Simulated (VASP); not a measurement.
Crystal: SiC (Moissanite 3C).

```xyz
2
Lattice="0.0000 2.1934 2.1934 2.1934 0.0000 2.1934 2.1934 2.1934 0.0000" Properties=species:S:1:pos:R:3 pbc="T T T"
Si    0.0000    0.0000    0.0000
C     3.2901    3.2901    3.2901
```

Base run:

| Item | Value |
| --- | --- |
| Program | VASP 6.6.1 |
| Functional | RPBE |
| Dispersion | D4 |
| Potentials or basis | VASP PAW PBE potentials, release 64 (Si, C) |
| Cutoff | 600 eV |
| k mesh | 10 × 10 × 10 |
| Occupations | fermi-dirac, width 0.05 eV |
| Spin | no spin polarisation |

Its results: band gap on the k mesh 1.38 eV, indirect (least direct gap 4.52 eV); pressure -8.1 GPa.

After a change of settings the same cell gave: band gap on the k mesh 1.72 eV, indirect (least direct gap 4.81 eV); pressure -4.4 GPa. Which change was it?
A. functional from RPBE to BLYP
B. functional from RPBE to r2SCAN; dispersion from D4 to rVV10; cutoff from 600 eV to 660 eV
C. dispersion from D4 to none
D. functional from RPBE to PBEsol; dispersion from D4 to none; cutoff from 600 eV to 520 eV

A.

Caveats: the PAW data sets were made with another functional, which shifts forces and pressure a little.
